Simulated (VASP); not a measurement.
Input of a VASP 6.6.1 run:

Contents of INCAR:

```
PREC = Accurate ; ENCUT = 600
EDIFF = 1E-6 ; ISMEAR = 0
SIGMA = 0.1 ; LREAL = False
LASPH = True ; NELM = 100
ALGO = Normal ; ISIF = 3
LWAVE = False ; LCHARG = False
GGA = PS ; IBRION = 2
NSW = 100 ; EDIFFG = -0.01
```

Contents of KPOINTS:

```
regular mesh
0
Gamma
  9 9 12
```

The input POSCAR:

```
Hg
1.0
    5.9269821055      0.0000000000      0.0000000000
   -2.9634910528      5.1329170711      0.0000000000
    0.0000000000      0.0000000000      3.6334977255
Hg
3
Direct
    0.0000000000      0.0000000000      0.0000000000
    0.3333333333      0.6666666667      0.5000000000
    0.6666666667      0.3333333333      0.5000000000
```

Potentials or basis: VASP PAW PBE potentials, release 64 (Hg).

Run with:

```bash
$ cat potpaw_PBE.64/Hg/POTCAR > POTCAR
$ mpirun -np 1 vasp_std > vasp.out
```

Problem. What does it give for the space group after relaxing (to 0.1 Å)?

Solution. P6/mmm (No. 191).

Problem. What does it give for the relaxed cell?

Solution. a = 5.235 Å, b = 5.235 Å, c = 3.093 Å, α = 90.00°, β = 90.00°, γ = 120.00°.

Final structure:
```yaml
crystal:
  lattice:
    - [5.23545, 0.00000, 0.00000]
    - [-2.61773, 4.53403, 0.00000]
    - [0.00000, 0.00000, 3.09304]
  atoms:
    - { symbol: Hg, position: [0.00000, 0.00000, 0.00000] }
    - { symbol: Hg, position: [0.33333, 0.66667, 0.50000] }
    - { symbol: Hg, position: [0.66667, 0.33333, 0.50000] }
```
